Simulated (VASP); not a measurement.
Wanted: the native input for a VASP 6.6.1 run.

```
Task                   : single point
Functional             : PBEsol
Potentials or basis    : VASP PAW PBE potentials, release 64 (Si)
Cutoff                 : 520 eV
k mesh                 : 8 × 8 × 8
Occupations            : gaussian, width 0.03 eV
Spin                   : no spin polarisation
Dipole correction      : no
Further INCAR settings : ALGO = Normal; EDIFF = 1e-06; NBANDS = 26
```

The structure of Si lies in POSCAR:

```
Si
1.0
   -3.3221878745     -3.3221878745      1.9186812122
   -3.3221878745      3.3221878745     -1.9186812122
    3.3221878745     -3.3221878745     -5.7560436367
Si
8
Direct
    0.6425391386      0.2829429105      0.2829429105
    0.6425391386      0.9106347847      0.9106347847
    0.3574608614      0.0893652153      0.0893652153
    0.3574608614      0.5893652153      0.5893652153
    0.0000000000      0.7680956460      0.4106347847
    0.0000000000      0.2680956461      0.9106347847
    0.0000000000      0.7319043540      0.0893652153
    0.0000000000      0.2319043540      0.5893652153
```

This cell differs from its parent crystal: atom 1 (Si) moved by +0.000 Å along [0 1 0] and +0.980 Å along [0 0 1].

The input as run:

INCAR

```
PREC     = Accurate       # precision mode
ENCUT    = 520            # plane-wave cutoff, eV
EDIFF    = 1E-6           # SCF threshold, eV
ISMEAR   = 0              # smearing method
SIGMA    = 0.03           # smearing width, eV
LREAL    = False          # projectors in reciprocal space
LASPH    = True           # aspherical terms in the spheres
NELM     = 100            # most SCF steps
ALGO     = Normal         # electronic algorithm
ISIF     = 2              # what is computed and relaxed
LWAVE    = False          # write WAVECAR
LCHARG   = True           # write CHGCAR
GGA      = PS             # functional
LELF     = True           # ELF
LVHAR    = True         
NBANDS   = 26             # bands
```

KPOINTS

```
regular mesh
0
Gamma
  8 8 8
```

Potentials or basis: VASP PAW PBE potentials, release 64 (Si).

Launch:

```console
$ cat potpaw_PBE.64/Si/POTCAR > POTCAR
$ mpirun -np 1 vasp_std > vasp.out
```

It gave:

* Pressure: 11.6 GPa
* Largest force: 28.426 eV/Å
* Band gap on the k mesh: zero (bands 16 and 17 overlap by 0.28 eV)

Caveat: the cell differs from its parent crystal (atom 1 (Si) moved by +0.000 Å along [0 1 0] and +0.980 Å along [0 0 1]); the cell stands under pressure; semilocal functionals underestimate gaps, and a narrow one can read as zero; the PAW data sets were made with another functional, which shifts forces and pressure a little.

Run time: 9.4 min on 1 thread of AMD EPYC 9R45 96-Core Processor (Zen 5), on a shared host, peak memory 0.79 GiB.
